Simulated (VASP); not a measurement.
# Be (P6_3/mmc) in VASP: notebook

The runs below take Be through relaxation of cell and atoms, single point, with PBEsol, r2SCAN.

Everything below comes from runs of VASP 6.6.1. Logs are shortened: lines on timing, memory, paths and dates and some standing lists are left out, and cuts for length are marked.

## Step 1: The cell of the first run

Symmetry: P6_3/mmc, No. 194, hexagonal system. The conventional cell has a = 2.285 Å, b = 2.285 Å, c = 3.584 Å, α = 90.00°, β = 90.00°, γ = 120.00°. Within 2.9 Å of Be (site symmetry -6m2) lie 12 Be at 2.23 to 2.29 Å.

## Step 2: Relaxation of cell and atoms, PBEsol, target pressure 20 GPa, at which the enthalpy is minimised

The input, INCAR:

```
PREC = Accurate
ENCUT = 600
EDIFF = 1E-6
ISMEAR = -1
SIGMA = 0.05
LREAL = F
LASPH = T
NELM = 80
ALGO = Normal
ISIF = 3
LWAVE = F
LCHARG = F
GGA = PS
IBRION = 2
NSW = 60
EDIFFG = -0.01
PSTRESS = 200.0
```

The input, KPOINTS:

```
Automatic mesh
0
Gamma
  13 13 8
```

The input, POSCAR:

```
Be
1.0
    2.2853000000      0.0000000000      0.0000000000
   -1.1426500000      1.9791278553      0.0000000000
    0.0000000000      0.0000000000      3.5842000000
Be
2
Direct
    0.6666666667      0.3333333333      0.7500000000
    0.3333333333      0.6666666667      0.2500000000
```

Potentials or basis: VASP PAW PBE potentials, release 64 (Be).

Run with:

```console
$ cat potpaw_PBE.64/Be/POTCAR > POTCAR
$ mpirun -np 1 vasp_std > vasp.out
```

OUTCAR:

```text
PREC = Accurate
   ENCUT = 600
   EDIFF = 1E-6
   ISMEAR = -1
   LREAL = F
   LASPH = T
   NELM = 80
   ISIF = 3
   GGA = PS
   IBRION = 2
   NSW = 60
   EDIFFG = -0.01
   PSTRESS = 200.0

 ion  position               nearest neighbor table
   1  0.667  0.333  0.750-   2 2.23   2 2.23   2 2.23   2 2.23   2 2.23   2 2.23
   2  0.333  0.667  0.250-   1 2.23   1 2.23   1 2.23   1 2.23   1 2.23   1 2.23

  LATTYP: Found a hexagonal cell.
 ALAT       =     2.2853000000
 C/A-ratio  =     1.5683717674

  Lattice vectors:

 A1 = (   2.2853000000,   0.0000000000,   0.0000000000)
 A2 = (  -1.1426500000,   1.9791278553,   0.0000000000)
 A3 = (   0.0000000000,   0.0000000000,   3.5842000000)

Analysis of symmetry for initial positions (statically):
=====================================================================
 Subroutine PRICEL returns:
 Original cell was already a primitive cell.

 Routine SETGRP: Setting up the symmetry group for a
 hexagonal supercell.

 Subroutine GETGRP returns: Found 24 space group operations
 (whereof 12 operations were pure point group operations)
 out of a pool of 24 trial point group operations.

The static configuration has the point symmetry D_3d.
 The point group associated with its full space group is D_6h.

Analysis of symmetry for dynamics (positions and initial velocities):
=====================================================================
 Subroutine PRICEL returns:
 Original cell was already a primitive cell.

 Routine SETGRP: Setting up the symmetry group for a
 hexagonal supercell.

 Subroutine GETGRP returns: Found 24 space group operations
 (whereof 12 operations were pure point group operations)
 out of a pool of 24 trial point group operations.

The dynamic configuration has the point symmetry D_3d.
 The point group associated with its full space group is D_6h.

 Subroutine INISYM returns: Found 24 space group operations
 (whereof 12 operations are pure point group operations),
 and found     1 'primitive' translations

----------------------------------------------------------------------------------------

                                     Primitive cell

  volume of cell :      16.2110

  direct lattice vectors                    reciprocal lattice vectors
     2.285300000  0.000000000  0.000000000     0.437579311  0.252636533  0.000000000
    -1.142650000  1.979127855  0.000000000     0.000000000  0.505273066  0.000000000
     0.000000000  0.000000000  3.584200000     0.000000000  0.000000000  0.279002288

  length of vectors
     2.285300000  2.285300000  3.584200000     0.505273066  0.505273066  0.279002288

  position of ions in fractional coordinates (direct lattice)
     0.666666667  0.333333333  0.750000000
     0.333333333  0.666666667  0.250000000

  ion indices of the primitive-cell ions
   primitive index   ion index
                 1           1
                 2           2

----------------------------------------------------------------------------------------

 KPOINTS: Automatic mesh

Automatic generation of k-mesh.
 Grid dimensions read from file:
 generate k-points for:   13   13    8

 Generating k-lattice:

  Cartesian coordinates                     Fractional coordinates (reciprocal lattice)
     0.033659947  0.019433579  0.000000000     0.076923077  0.000000000  0.000000000
     0.000000000  0.038867159  0.000000000     0.000000000  0.076923077  0.000000000
     0.000000000  0.000000000  0.034875286     0.000000000  0.000000000  0.125000000

  Length of vectors
     0.038867159  0.038867159  0.034875286

  Shift w.r.t. Gamma in fractional coordinates (k-lattice)
     0.000000000  0.000000000  0.000000000

 Subroutine IBZKPT returns following result:
 ===========================================

 Found    105 irreducible k-points:

 Following reciprocal coordinates:
            Coordinates               Weight
  0.000000  0.000000  0.000000      1.000000
  0.076923  0.000000  0.000000      6.000000
  0.153846  0.000000  0.000000      6.000000
  0.230769  0.000000  0.000000      6.000000
  0.307692  0.000000  0.000000      6.000000
  0.384615  0.000000  0.000000      6.000000
[... 16 lines left out ...]
  0.076923  0.000000  0.125000     12.000000
  0.153846  0.000000  0.125000     12.000000
 [... further k-points ...]
   k-points           NKPTS =    105   k-points in BZ     NKDIM =    105   number of bands    NBANDS=      6
   number of dos      NEDOS =    301   number of ions     NIONS =      2
   total plane-waves  NPLWV =   9720
   dimension x,y,z NGX =    18 NGY =   18 NGZ =   30
   dimension x,y,z NGXF=    36 NGYF=   36 NGZF=   60
   ions per type =               2
   NGX,Y,Z   is equivalent  to a cutoff of  13.09, 13.09, 13.91 a.u.
   NGXF,Y,Z  is equivalent  to a cutoff of  26.19, 26.19, 27.83 a.u.
 SYSTEM =  unknown system
   PREC   = accura    normal or accurate (medium, high low for compatibility)
   ISTART =      0    job   : 0-new  1-cont  2-samecut
   ICHARG =      2    charge: 1-file 2-atom 10-const
   ISPIN  =      1    spin polarized calculation?
   LNONCOLLINEAR =      F non collinear calculations
   LSORBIT =      F    spin-orbit coupling
   LASPH  =      T    aspherical Exc in radial PAW
   ENCUT  =  600.0 eV  44.10 Ry    6.64 a.u.   4.56  4.56  7.16*2*pi/ulx,y,z
   NELM   =     80;   NELMIN=  2; NELMDL= -5     # of ELM steps
   EDIFF  = 0.1E-05   stopping-criterion for ELM
   LREAL  =      F    real-space projection
   EDIFFG = -.1E-01   stopping-criterion for IOM
   NSW    =     60    number of steps for IOM
   IBRION =      2    ionic relax: 0-MD 1-quasi-New 2-CG
   NFREE  =      1    steps in history (QN), initial steepest desc. (CG)
   ISIF   =      3    stress and relaxation
   ISYM   =      2    0-nonsym 1-usesym 2-fastsym
   POTIM  = 0.5000    time-step for ionic-motion
   TEBEG  =    0.0;   TEEND  =   0.0 temperature during run
   PSTRESS=  200.0 pullay stress
   NELECT =       4.0000    total number of electrons
   NUPDOWN=      -1.0000    fix difference up-down
   EMIN   =  10.00;   EMAX   =-10.00  energy-range for DOS
[... 5 lines left out ...]
     AMIX     =   0.40;   BMIX     =  1.00
     AMIX_MAG =   1.60;   BMIX_MAG =  1.00
  volume/ion in A,a.u.               =       8.11        54.70
  Fermi-wavevector in a.u.,A,eV,Ry     =   1.026814  1.940397 14.345258  1.054347
  Thomas-Fermi vector in A             =   2.160726
   LORBIT       =      0    0 simple, 1 ext, 2 COOP (PROOUT), +10 PAW based schemes
   GGA     = PS    functional components
   LHFCALC =     F    Hartree Fock is set to
   AEXX    =    0.0000 exact exchange contribution
   IVDW    =     0    specifies the selected vdW correction
   LEPSILON=     F    determine dielectric tensor
   LRPA    =     F    only Hartree local field effects (RPA)
 conjugate gradient relaxation of ions
 non-spin polarized calculation
  energy-cutoff  :      600.00
  volume of cell :       16.21
 maximum number of plane-waves:       555
   NGX =  9   NGY =  9   NGZ = 15

--------------------------------------- Ionic step        1  -------------------------------------------

 number of electron       4.0000000 magnetization

 Free energy of the ion-electron system (eV)
  ---------------------------------------------------
  ext. energy  EPLUGINS =         0.00000000
  ---------------------------------------------------
  free energy    TOTEN  =        -7.98847743 eV

  energy without entropy =       -7.98739828  energy(sigma->0) =       -7.98793785

------------------------ aborting loop because EDIFF is reached ----------------------------------------

  FORCE on cell =-STRESS in cart. coord.  units (eV):
  Direction    XX          YY          ZZ          XY          YZ          ZX
  --------------------------------------------------------------------------------------
  -------------------------------------------------------------------------------------
  Total       -0.3282490     -0.3282490     -0.4084964      0.0000000     -0.0000000      0.0000000
  in kB      -32.4417770    -32.4417770    -40.3728567      0.0000000     -0.0000000      0.0000000
  external PRESSURE =    -235.0854703 kB  Pullay stress =     200.0000000 kB
[... 213 lines left out ...]
  enthalpy is  TOTEN    =        -6.1606889964 eV   P V=        1.7280984555

--------------------------------------- Ionic step        7  -------------------------------------------

 number of electron       4.0000000 magnetization

 Free energy of the ion-electron system (eV)
  ---------------------------------------------------
  ext. energy  EPLUGINS =         0.00000000
  ---------------------------------------------------
  free energy    TOTEN  =        -7.88359500 eV

  energy without entropy =       -7.88286042  energy(sigma->0) =       -7.88322771

 E-fermi :   7.9544     XC(G=0): -11.0632

 val. band max:        7.8057158941   @ k =   0.2308   0.1538   0.0000
 cond. band min:       8.0767192325   @ k =   0.3077   0.1538   0.0000
 fundamental gap:      0.2710033384
 Fermi energy:         7.9543895425

 k-point     1 :       0.0000    0.0000    0.0000
  band No.  band energies     occupation
      1      -3.9142      2.00000
      2       3.1923      2.00000
      3       9.7829      0.00000
      4      25.9879      0.00000
      5      25.9879      0.00000
      6      29.1075      0.00000

 k-point     2 :       0.0769    0.0000    0.0000
  band No.  band energies     occupation
      1      -3.7368      2.00000
      2       3.4376      2.00000
      3       9.8096      0.00000
      4      24.4902      0.00000
      5      24.8794      0.00000
      6      29.1648      0.00000
[... 190 lines left out ...]
 k-point    24 :       0.1538    0.0000    0.1250
  band No.  band energies     occupation
      1      -3.0614      2.00000
      2       3.3569      2.00000
      3      11.0162      0.00000
      4      21.4671      0.00000
      5      23.2097      0.00000
      6      28.3344      0.00000

 [... further k-points ...]
[... 5 lines left out ...]
  --------------------------------------------------------------------------------------
  -------------------------------------------------------------------------------------
  Total        1.7293993      1.7293993      1.7307313      0.0000000      0.0000000     -0.0000000
  in kB      200.7601576    200.7601576    200.9147884      0.0000000      0.0000000     -0.0000000
  external PRESSURE =       0.8117012 kB  Pullay stress =     200.0000000 kB
[... 17 lines left out ...]
  FREE ENERGIE OF THE ION-ELECTRON SYSTEM (eV)
  ---------------------------------------------------
  free  energy   TOTEN  =        -7.8835949972 eV

  energy  without entropy=       -7.8828604168  energy(sigma->0) =       -7.88322771

  enthalpy is  TOTEN    =        -6.1607438941 eV   P V=        1.7228511032

 reached required accuracy - stopping structural energy minimisation
```

Wall time 52 s (1 thread of AMD EPYC, shared host); peak memory 0.1 GiB.

What came out:

```yaml
Free_energy: -7.8836 eV
Relaxed_volume: 6.90 Å³/atom
Relaxed_cell: a = 2.162 Å, b = 2.162 Å, c = 3.409 Å, α = 90.00°, β = 90.00°, γ = 120.00°
Space_group_after_relaxing_to_0.05_Å: P6_3/mmc (No. 194)
Energy_change_on_relaxing_the_enthalpy_is_what_falls: +52.4 meV/atom
Ionic_steps: 7
Pressure_after_relaxing: 20.1 GPa
Band_gap_on_the_k_mesh: zero (band 2 reaches 9.32 eV, above the bottom of band 3 at 7.64 eV)
```

Step by step:
```csv
step,energy change (eV),largest force (eV/Å),pressure (GPa),volume (Å³)
1,0.0000,0.0000,-3.51,16.21
2,0.1360,0.0000,23.32,13.58
3,0.1046,0.0000,20.08,13.81
4,0.0990,0.0000,19.47,13.85
5,0.0996,0.0000,19.51,13.84
6,0.0997,0.0000,19.51,13.84
7,0.1049,0.0000,20.08,13.80
```

Final structure:
```
Be
1.0
     2.16210    0.00000    0.00000
    -1.08105    1.87244    0.00000
     0.00000    0.00000    3.40914
Be
2
Direct
  0.66667 0.33333 0.75000
  0.33333 0.66667 0.25000
```

Caveat: the cell is relaxed towards a set pressure, so the enthalpy falls and the energy may rise; the PAW data sets were made with another functional, which shifts forces and pressure a little.

(Continued in part 2 of 2.)
